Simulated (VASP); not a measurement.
Wanted: the native input for a VASP 6.6.1 run.

* Task: single point
* Functional: PBEsol
* Potentials or basis: VASP PAW PBE potentials, release 64 (Pt)
* Cutoff: 520 eV
* k mesh: 24 × 24 × 24
* Occupations: gaussian, width 0.15 eV
* Spin: no spin polarisation
* Dipole correction: no
* Further INCAR settings: ALGO = Fast; EDIFF = 1e-06; NBANDS = 11

The structure of Pt lies in POSCAR:

```
Pt
1.0
   -0.4243046543      1.7703745920      1.7703745920
    1.7703745920     -0.4243046543      1.7703745920
    1.7703745920      1.7703745920     -0.4243046543
Pt
1
Direct
    0.0000000000      0.0000000000      0.0000000000
```

This cell differs from its parent crystal: ratio of the length along [111] to the lengths across it x 0.71, volume and fractional coordinates fixed.

These files were run (other wordings do the same):

INCAR

```
SYSTEM = Pt
ALGO = Fast
EDIFF = 1E-6
ENCUT = 520
GGA = PS
ISIF = 2
ISMEAR = 0
LASPH = .True.
LCHARG = .False.
LREAL = .False.
LWAVE = .False.
NBANDS = 11
NELM = 100
PREC = Accurate
SIGMA = 0.15
```

KPOINTS

```
k-points
0
Gamma
  24 24 24
  0 0 0
```

Potentials or basis: VASP PAW PBE potentials, release 64 (Pt).

Run with:

```bash
$ cat potpaw_PBE.64/Pt/POTCAR > POTCAR
$ mpirun -np 1 vasp_std > vasp.out
```

It gave:

| Property | Result |
| --- | --- |
| Pressure | 27.2 GPa |
| Band gap on the k mesh | zero (bands 5 and 6 overlap by 4.52 eV) |

Caveat: the cell stands under pressure; the PAW data sets were made with another functional, which shifts forces and pressure a little; spin-orbit coupling is left out, which moves the levels of the heavy elements.

Run time: 5 min on 1 thread of Intel Xeon 8259CL, with other jobs on the host, peak memory 0.32 GiB.
